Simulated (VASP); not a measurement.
# TaN (rocksalt type) (Fm-3m) in VASP: a series of runs, part 2 of 2

VASP 6.6.1. The steps go on from the part before.

### 3 Single point, r2SCAN (volume scaled by 0.88)

Input file POSCAR:

```
TaN
1.0
    0.0000000000      2.1063316532      2.1063316532
    2.1063316532      0.0000000000      2.1063316532
    2.1063316532      2.1063316532      0.0000000000
Ta N
1 1
Direct
    0.0000000000      0.0000000000      0.0000000000
    0.5000000000      0.5000000000      0.5000000000
```

Input file INCAR.step1:

```
PREC = Accurate
ENCUT = 520
ISMEAR = -1
SIGMA = 0.05
LREAL = F
LASPH = T
NELM = 80
NBANDS = 15
GGA = PE
ALGO = Normal
EDIFF = 1E-4
LWAVE = T
LCHARG = F
```

Input file INCAR.step2:

```
PREC = Accurate
ENCUT = 520
EDIFF = 1E-6
ISMEAR = -1
SIGMA = 0.05
LREAL = F
LASPH = T
NELM = 80
ALGO = Normal
ISIF = 2
LWAVE = F
LCHARG = F
METAGGA = R2SCAN
LMIXTAU = T
NBANDS = 15
ISTART = 1
```

Input file KPOINTS:

```
Automatic mesh
0
Gamma
  15 15 15
```

Potentials or basis: VASP PAW PBE potentials, release 64 (Ta_pv, N).

Launch:

```
$ cat potpaw_PBE.64/Ta_pv/POTCAR potpaw_PBE.64/N/POTCAR > POTCAR
$ cp INCAR.step1 INCAR
$ mpirun -np 1 vasp_std > vasp.out
$ cp INCAR.step2 INCAR
$ mpirun -np 1 vasp_std > vasp.out
```

OUTCAR:

```text
PREC = Accurate
   ENCUT = 520
   EDIFF = 1E-6
   ISMEAR = -1
   LREAL = F
   LASPH = T
   NELM = 80
   ISIF = 2
   METAGGA = R2SCAN
   ISTART = 1

 ion  position               nearest neighbor table
   1  0.000  0.000  0.000-   2 2.11   2 2.11   2 2.11   2 2.11   2 2.11   2 2.11
   2  0.500  0.500  0.500-   1 2.11   1 2.11   1 2.11   1 2.11   1 2.11   1 2.11

  LATTYP: Found a face centered cubic cell.
 ALAT       =     4.2126633064

  Lattice vectors:

 A1 = (   0.0000000000,   2.1063316532,   2.1063316532)
 A2 = (   2.1063316532,   0.0000000000,   2.1063316532)
 A3 = (   2.1063316532,   2.1063316532,   0.0000000000)

Analysis of symmetry for initial positions (statically):
=====================================================================
 Subroutine PRICEL returns:
 Original cell was already a primitive cell.

 Routine SETGRP: Setting up the symmetry group for a
 face centered cubic supercell.

 Subroutine GETGRP returns: Found 48 space group operations
 (whereof 48 operations were pure point group operations)
 out of a pool of 48 trial point group operations.

The static configuration has the point symmetry O_h .

Analysis of symmetry for dynamics (positions and initial velocities):
[... 168 lines left out ...]
      1     -25.7560      2.00000
      2     -25.7560      2.00000
      3     -25.7560      2.00000
      4      -9.9848      2.00000
      5       6.5982      2.00000
      6       6.5982      2.00000
      7       6.5982      2.00000
      8       8.5696      2.00000
      9       8.5696      2.00000
     10       8.5696      2.00000
     11      11.2745      0.12262
     12      11.2745      0.12262
     13      14.1484      0.00000
     14      21.0673      0.00000
[... 401 lines left out ...]
      2     -25.8697      2.00000
      3     -25.8547      2.00000
      4      -8.9210      2.00000
      5       2.7618      2.00000
      6       5.1727      2.00000
      7       5.3535      2.00000
      8       7.5977      2.00000
      9      11.0934      1.41877
     10      11.1881      0.53754
     11      12.3936      0.00000
     12      14.1092      0.00000
     13      17.8179      0.00000
     14      21.0672      0.00000
     15      24.3238      0.00000

 [... further k-points ...]
[... 5 lines left out ...]
  --------------------------------------------------------------------------------------
  -------------------------------------------------------------------------------------
  Total        7.3001312      7.3001312      7.3001312     -0.0000000      0.0000000      0.0000000
  in kB      625.7934193    625.7934193    625.7934193     -0.0000000      0.0000000      0.0000000
  external PRESSURE =     625.7934193 kB  Pullay stress =       0.0000000 kB

 VOLUME and BASIS-vectors are now :
 -----------------------------------------------------------------------------
  energy-cutoff  :      520.00
  volume of cell :       18.69
      direct lattice vectors                 reciprocal lattice vectors
     0.000000000  2.106331653  2.106331653    -0.237379522  0.237379522  0.237379522
     2.106331653  0.000000000  2.106331653     0.237379522 -0.237379522  0.237379522
     2.106331653  2.106331653  0.000000000     0.237379522  0.237379522 -0.237379522

 POSITION                                       TOTAL-FORCE (eV/Angst)
 -----------------------------------------------------------------------------------
      0.00000      0.00000      0.00000        -0.000000     -0.000000     -0.000000
      2.10633      2.10633      2.10633         0.000000      0.000000      0.000000
 -----------------------------------------------------------------------------------
    total drift:                                0.000000     -0.000000     -0.000000

  FREE ENERGIE OF THE ION-ELECTRON SYSTEM (eV)
  ---------------------------------------------------
  free  energy   TOTEN  =       -59.1688164738 eV

  energy  without entropy=      -59.1647121054  energy(sigma->0) =      -59.16676429
```

OUTCAR.step1:

```text
PREC = Accurate
   ENCUT = 520
   ISMEAR = -1
   LREAL = F
   LASPH = T
   NELM = 80
[... 651 lines left out ...]
 -----------------------------------------------------------------------------------
      0.00000      0.00000      0.00000        -0.000000      0.000000      0.000000
      2.10633      2.10633      2.10633         0.000000     -0.000000      0.000000
 -----------------------------------------------------------------------------------
    total drift:                                0.000000     -0.000000     -0.000000

  FREE ENERGIE OF THE ION-ELECTRON SYSTEM (eV)
  ---------------------------------------------------
  free  energy   TOTEN  =       -21.3098589761 eV

  energy  without entropy=      -21.3055987639  energy(sigma->0) =      -21.30772887
```

OSZICAR.step1:

```text
N       E                     dE             d eps       ncg     rms          rms(c)
DAV:   1     0.977788682590E+02    0.97779E+02   -0.86274E+03  3600   0.114E+03
DAV:   2    -0.214967169798E+02   -0.11928E+03   -0.11305E+03  4377   0.314E+02
DAV:   3    -0.243653063672E+02   -0.28686E+01   -0.28492E+01  3943   0.476E+01
DAV:   4    -0.243749676055E+02   -0.96612E-02   -0.96593E-02  4629   0.301E+00
DAV:   5    -0.243750068646E+02   -0.39259E-04   -0.39257E-04  4035   0.174E-01    0.317E+01
DAV:   6    -0.213668979142E+02    0.30081E+01   -0.53846E+00  4383   0.272E+01    0.136E+01
DAV:   7    -0.213393509771E+02    0.27547E-01   -0.48474E-01  4174   0.575E+00    0.889E+00
DAV:   8    -0.213157379591E+02    0.23613E-01   -0.89794E-02  4020   0.248E+00    0.206E+00
DAV:   9    -0.213099191889E+02    0.58188E-02   -0.14533E-02  3901   0.100E+00    0.350E-01
DAV:  10    -0.213098589761E+02    0.60213E-04   -0.94317E-04  4084   0.366E-01
   1 F= -.21309859E+02 E0= -.21307729E+02  d E =-.426021E-02
```

Run time: 67 s. Hardware: 1 thread of Intel Xeon 6975P-C, shared host; peak memory 0.17 GiB.

Results:

```yaml
Free_energy: -59.1688 eV
Pressure: 62.6 GPa
Band_gap_on_the_k_mesh: zero (band 8 reaches 13.42 eV, above the bottom of band 9 at 8.57 eV)
```

Levels at points of the mesh, in eV from the Fermi level:
| k point | band 5 | band 6 | band 7 | band 8 | band 9 | band 10 | band 11 | band 12 |
| --- | --- | --- | --- | --- | --- | --- | --- | --- |
| (0.00, 0.00, 0.00) | -4.54 | -4.54 | -4.54 | -2.57 | -2.57 | -2.57 | 0.14 | 0.14 |

Caveat: the PAW data sets were made with another functional, which shifts forces and pressure a little; spin-orbit coupling is left out, which moves the levels of the heavy elements.
